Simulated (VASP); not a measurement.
# Nd4O (P1) in VASP: single point with PBE

Aim: the single point of Nd4O with PBE.

Program: VASP 6.6.1. These are calculated values, not measurements. Logs are shortened: lines on timing, memory, paths and dates and some standing lists are left out, and cuts for length are marked.

## (1) The cell of the first run

The typed cell holds 10 atoms: a = 5.445 Å, b = 5.443 Å, c = 10.885 Å, α = 90.01°, β = 90.02°, γ = 90.00°.

## (2) Single point, PBE

INCAR

```
SYSTEM = Nd4O
PREC = Accurate ; ENCUT = 600
EDIFF = 1E-6 ; ISMEAR = 0
SIGMA = 0.2 ; LREAL = .FALSE.
LASPH = .TRUE. ; NELM = 200
ALGO = Normal ; ISIF = 2
LWAVE = .FALSE. ; LCHARG = .FALSE.
GGA = PE ; NBANDS = 61
GGA_COMPAT = .FALSE. ; LMAXMIX = 6
```

KPOINTS

```
Automatic mesh
0
G
  4 4 2
  0 0 0
```

POSCAR

```
Nd4O
1.0
   -0.0008896006      5.4454972831      0.0001760897
   -0.0003700870      0.0001769918      5.4429164901
   10.8854400569     -0.0018990828     -0.0007365460
Nd O
8 2
Direct
    0.2425352561      0.2421023611      0.1212769216
    0.2420050764      0.2425063630      0.6210176921
    0.7575023329      0.2421880794      0.3787428539
    0.7579680624      0.2424443773      0.8789773148
    0.2419850653      0.7575648730      0.3789849992
    0.2424545604      0.7578285709      0.8787436681
    0.7580764460      0.7575288292      0.1209952929
    0.7575077688      0.7579069779      0.6212528788
   -0.0004305353     -0.0000366787      0.5000118418
    0.0003959670     -0.0000337530     -0.0000034632
```

Potentials or basis: VASP PAW PBE potentials, release 64 (Nd_3, O), 4f in core.

Started as:

```
$ cat potpaw_PBE.64/Nd_3/POTCAR potpaw_PBE.64/O/POTCAR > POTCAR
$ mpirun -np 1 vasp_std > vasp.out
```

OUTCAR:

```text
SYSTEM = Nd4O
   PREC = Accurate
   ENCUT = 600
   EDIFF = 1E-6
   ISMEAR = 0
   LREAL = .FALSE.
   LASPH = .TRUE.
   NELM = 200
   ISIF = 2
   GGA = PE

 ion  position               nearest neighbor table
   1  0.243  0.242  0.121-  10 2.28   4 3.73   6 3.73   7 3.73
   2  0.242  0.243  0.621-   9 2.28   5 3.73   3 3.73   8 3.73
   3  0.758  0.242  0.379-   9 2.28   2 3.73   5 3.73   8 3.73
   4  0.758  0.242  0.879-  10 2.28   7 3.73   1 3.73   6 3.73
   5  0.242  0.758  0.379-   9 2.28   2 3.73   3 3.73   8 3.73
   6  0.242  0.758  0.879-  10 2.28   1 3.73   7 3.73   4 3.73
   7  0.758  0.758  0.121-  10 2.28   4 3.73   6 3.73   1 3.73
   8  0.758  0.758  0.621-   9 2.28   3 3.73   2 3.73   5 3.73
   9  1.000  1.000  0.500-   8 2.28   3 2.28   2 2.28   5 2.28
  10  0.000  1.000  1.000-   6 2.28   1 2.28   4 2.28   7 2.28

  LATTYP: Found a triclinic cell.
 ALAT       =    10.8854402475
 B/A-ratio  =     0.5002551330
 C/A-ratio  =     0.5000180408
 COS(alpha) =     0.0000648657
 COS(beta)  =     0.0001356633
 COS(gamma) =     0.0003378274

  Lattice vectors:

 A1 = (  10.8854400569,  -0.0018990828,  -0.0007365460)
 A2 = (   0.0008896006,  -5.4454972831,  -0.0001760897)
 A3 = (   0.0003700870,  -0.0001769918,  -5.4429164901)

Analysis of symmetry for initial positions (statically):
=====================================================================
 Subroutine PRICEL returns:
 Original cell was already a primitive cell.

 Routine SETGRP: Setting up the symmetry group for a
 triclinic supercell.

 Subroutine GETGRP returns: Found  1 space group operations
 (whereof  1 operations were pure point group operations)
 out of a pool of  2 trial point group operations.

The static configuration has the point symmetry C_1 .

Analysis of symmetry for dynamics (positions and initial velocities):
=====================================================================
 Subroutine PRICEL returns:
 Original cell was already a primitive cell.

 Routine SETGRP: Setting up the symmetry group for a
 triclinic supercell.

 Subroutine GETGRP returns: Found  1 space group operations
 (whereof  1 operations were pure point group operations)
 out of a pool of  2 trial point group operations.

The dynamic configuration has the point symmetry C_1 .

 Subroutine INISYM returns: Found  1 space group operations
 (whereof  1 operations are pure point group operations),
 and found     1 'primitive' translations

----------------------------------------------------------------------------------------

                                     Primitive cell

  volume of cell :     322.6378

  direct lattice vectors                    reciprocal lattice vectors
    -0.000889601  5.445497283  0.000176090     0.000032037  0.183637963 -0.000005969
    -0.000370087  0.000176992  5.442916490     0.000012430 -0.000005939  0.183725032
    10.885440057 -0.001899083 -0.000736546     0.091865834  0.000015007  0.000006246

  length of vectors
     5.445497359  5.442916506 10.885440247     0.183637966  0.183725032  0.091865836

  position of ions in fractional coordinates (direct lattice)
     0.242535256  0.242102361  0.121276922
     0.242005076  0.242506363  0.621017692
     0.757502333  0.242188079  0.378742854
     0.757968062  0.242444377  0.878977315
     0.241985065  0.757564873  0.378984999
     0.242454560  0.757828571  0.878743668
     0.758076446  0.757528829  0.120995293
     0.757507769  0.757906978  0.621252879
     0.999569465  0.999963321  0.500011842
     0.000395967  0.999966247  0.999996537

  ion indices of the primitive-cell ions
   primitive index   ion index
                 1           1
                 2           2
                 3           3
                 4           4
                 5           5
                 6           6
                 7           7
                 8           8
                 9           9
                10          10

----------------------------------------------------------------------------------------

 KPOINTS: Automatic mesh

Automatic generation of k-mesh.
 Grid dimensions read from file:
 generate k-points for:    4    4    2

 Generating k-lattice:

  Cartesian coordinates                     Fractional coordinates (reciprocal lattice)
     0.000008009  0.045909491 -0.000001492     0.250000000  0.000000000  0.000000000
     0.000003108 -0.000001485  0.045931258     0.000000000  0.250000000  0.000000000
     0.045932917  0.000007504  0.000003123    -0.000000000  0.000000000  0.500000000

  Length of vectors
     0.045909492  0.045931258  0.045932918

  Shift w.r.t. Gamma in fractional coordinates (k-lattice)
     0.000000000  0.000000000  0.000000000

 Subroutine IBZKPT returns following result:
 ===========================================

 Found     20 irreducible k-points:

 Following reciprocal coordinates:
            Coordinates               Weight
  0.000000  0.000000  0.000000      1.000000
  0.250000  0.000000 -0.000000      2.000000
  0.500000  0.000000 -0.000000      1.000000
  0.000000  0.250000 -0.000000      2.000000
  0.250000  0.250000 -0.000000      2.000000
  0.500000  0.250000 -0.000000      2.000000
[... 12 lines left out ...]
  0.250000  0.500000  0.500000      2.000000
  0.500000  0.500000  0.500000      1.000000
   k-points           NKPTS =     20   k-points in BZ     NKDIM =     20   number of bands    NBANDS=     61
   number of dos      NEDOS =    301   number of ions     NIONS =     10
   total plane-waves  NPLWV = 207360
   dimension x,y,z NGX =    48 NGY =   48 NGZ =   90
   dimension x,y,z NGXF=    96 NGYF=   96 NGZF=  180
   ions per type =               8   2
   NGX,Y,Z   is equivalent  to a cutoff of  14.65, 14.66, 13.75 a.u.
   NGXF,Y,Z  is equivalent  to a cutoff of  29.31, 29.32, 27.49 a.u.
 SYSTEM =  Nd4O
   PREC   = accura    normal or accurate (medium, high low for compatibility)
   ISTART =      0    job   : 0-new  1-cont  2-samecut
   ICHARG =      2    charge: 1-file 2-atom 10-const
   ISPIN  =      1    spin polarized calculation?
   LNONCOLLINEAR =      F non collinear calculations
   LSORBIT =      F    spin-orbit coupling
   LASPH  =      T    aspherical Exc in radial PAW
   ENCUT  =  600.0 eV  44.10 Ry    6.64 a.u.  10.88 10.87 21.74*2*pi/ulx,y,z
   NELM   =    200;   NELMIN=  2; NELMDL= -5     # of ELM steps
   EDIFF  = 0.1E-05   stopping-criterion for ELM
   LREAL  =      F    real-space projection
   EDIFFG = 0.1E-04   stopping-criterion for IOM
   NSW    =      0    number of steps for IOM
   IBRION =     -1    ionic relax: 0-MD 1-quasi-New 2-CG
   NFREE  =      0    steps in history (QN), initial steepest desc. (CG)
   ISIF   =      2    stress and relaxation
   ISYM   =      2    0-nonsym 1-usesym 2-fastsym
   POTIM  = 0.5000    time-step for ionic-motion
   TEBEG  =    0.0;   TEEND  =   0.0 temperature during run
   PSTRESS=    0.0 pullay stress
   NELECT =     100.0000    total number of electrons
   NUPDOWN=      -1.0000    fix difference up-down
   EMIN   =  10.00;   EMAX   =-10.00  energy-range for DOS
   EFERMI =   0.00;   METHOD = LEGACY
   ISMEAR =     0;   SIGMA  =   0.20  broadening in eV -4-tet -1-fermi 0-gaus
   EFERMI_NEDOS =   21; number of points for ismear=-14 and -15
   IALGO  =     38    algorithm
   IMIX   =      4    mixing-type and parameters
     AMIX     =   0.40;   BMIX     =  1.00
     AMIX_MAG =   1.60;   BMIX_MAG =  1.00
  volume/ion in A,a.u.               =      32.26       217.73
  Fermi-wavevector in a.u.,A,eV,Ry     =   1.107906  2.093640 16.700563  1.227457
  Thomas-Fermi vector in A             =   2.244427
   LORBIT       =      0    0 simple, 1 ext, 2 COOP (PROOUT), +10 PAW based schemes
   GGA     = PE    functional components
   LHFCALC =     F    Hartree Fock is set to
   AEXX    =    0.0000 exact exchange contribution
   IVDW    =     0    specifies the selected vdW correction
   LEPSILON=     F    determine dielectric tensor
   LRPA    =     F    only Hartree local field effects (RPA)
 non-spin polarized calculation
 Gauss-broadening in eV      SIGMA  =   0.20
  energy-cutoff  :      600.00
  volume of cell :      322.64
 maximum number of plane-waves:     10872
 NGX is ok and might be reduce to    48
   NGX = 21   NGY = 21   NGZ = 43

 number of electron     100.0000000 magnetization

 number of electron      99.9999993 magnetization

 Free energy of the ion-electron system (eV)
  ---------------------------------------------------
  ext. energy  EPLUGINS =         0.00000000
  ---------------------------------------------------
  free energy    TOTEN  =       -57.87987664 eV

  energy without entropy =      -57.62140540  energy(sigma->0) =      -57.75064102

 E-fermi :   3.0448     XC(G=0):  -9.3363

 val. band max:        3.0336077702   @ k =   0.2500   0.2500   0.5000
 cond. band min:       3.0655420330   @ k =   0.0000   0.5000   0.5000
 fundamental gap:      0.0319342628
 Fermi energy:         3.0447764255

 k-point     1 :       0.0000    0.0000    0.0000
  band No.  band energies     occupation
      1     -35.0599      2.00000
      2     -35.0231      2.00000
      3     -34.9904      2.00000
      4     -34.9535      2.00000
      5     -34.9533      2.00000
      6     -34.9532      2.00000
[... 53 lines left out ...]
     60       5.4475      0.00000
     61       5.5366      0.00000

 k-point     2 :       0.2500    0.0000   -0.0000
  band No.  band energies     occupation
      1     -35.0462      2.00000
      2     -35.0145      2.00000
      3     -34.9851      2.00000
      4     -34.9673      2.00000
      5     -34.9617      2.00000
      6     -34.9583      2.00000
[... 1141 lines left out ...]
     60       4.5449      0.00000
     61       4.8592      0.00000

 k-point    20 :       0.5000    0.5000    0.5000
  band No.  band energies     occupation
      1     -34.9979      2.00000
      2     -34.9978      2.00000
      3     -34.9751      2.00000
      4     -34.9751      2.00000
      5     -34.9751      2.00000
      6     -34.9750      2.00000
[... 53 lines left out ...]
     60       4.2481      0.00000
     61       4.5297      0.00000

------------------------ aborting loop because EDIFF is reached ----------------------------------------

  FORCE on cell =-STRESS in cart. coord.  units (eV):
  Direction    XX          YY          ZZ          XY          YZ          ZX
  --------------------------------------------------------------------------------------
  -------------------------------------------------------------------------------------
  Total        0.4563383      0.4277919      0.4541871      0.0129874     -0.0020010      0.0056286
  in kB        2.2661171      2.1243592      2.2554341      0.0644936     -0.0099365      0.0279507
  external PRESSURE =       2.2153034 kB  Pullay stress =       0.0000000 kB

 VOLUME and BASIS-vectors are now :
 -----------------------------------------------------------------------------
  energy-cutoff  :      600.00
  volume of cell :      322.64
      direct lattice vectors                 reciprocal lattice vectors
    -0.000889601  5.445497283  0.000176090     0.000032037  0.183637963 -0.000005969
    -0.000370087  0.000176992  5.442916490     0.000012430 -0.000005939  0.183725032
    10.885440057 -0.001899083 -0.000736546     0.091865834  0.000015007  0.000006246

 POSITION                                       TOTAL-FORCE (eV/Angst)
 -----------------------------------------------------------------------------------
      1.31985      1.32054      1.31770         0.019299      0.020157      0.022161
      6.75975      1.31670      1.31953         0.022634      0.022076      0.018190
      4.12202      4.12430      1.31806        -0.019432     -0.020527      0.020380
      9.56729      4.12589      1.31909        -0.022222     -0.022079      0.018981
      4.12492      1.31714      4.12313        -0.021722      0.021843     -0.019251
      9.56502      1.31875      4.12419        -0.019524      0.020904     -0.021481
      1.31613      4.12801      4.12321         0.022503     -0.023273     -0.018961
      6.76166      4.12396      4.12490         0.019028     -0.019892     -0.021747
      5.44159      5.44238      5.44252        -0.000566      0.001950      0.001420
     10.88503      0.00043      5.44200         0.000002     -0.001157      0.000308
 -----------------------------------------------------------------------------------
    total drift:                                0.000030     -0.000007     -0.000013

  FREE ENERGIE OF THE ION-ELECTRON SYSTEM (eV)
  ---------------------------------------------------
  free  energy   TOTEN  =       -57.8798766351 eV

  energy  without entropy=      -57.6214053998  energy(sigma->0) =      -57.75064102
```

It took 15 min on 1 thread of AMD EPYC 7R43 (Zen 3), shared host; peak memory 0.64 GiB.

Results:

| Item | Value |
| --- | --- |
| Free energy | -57.8799 eV |
| Pressure | 0.2 GPa |
| Largest force | 0.038 eV/Å |
| Band gap on the k mesh | zero (bands 50 and 51 overlap by 1.24 eV) |

Forces on the atoms (eV/Å):
```
Nd   0.019  0.020  0.022
Nd   0.023  0.022  0.018
Nd  -0.019 -0.021  0.020
Nd  -0.022 -0.022  0.019
Nd  -0.022  0.022 -0.019
Nd  -0.020  0.021 -0.021
Nd   0.023 -0.023 -0.019
Nd   0.019 -0.020 -0.022
O   -0.001  0.002  0.001
O    0.000 -0.001  0.000
```

Caveat: spin-orbit coupling is left out, which moves the levels of the heavy elements; the 4f electrons are frozen in the core, so they carry no moment and show no levels; the run has no spin polarisation, though such a crystal can be magnetic. With open d or f shells a metallic result of PBE can be an artefact of self-interaction; +U or a hybrid may open a gap.
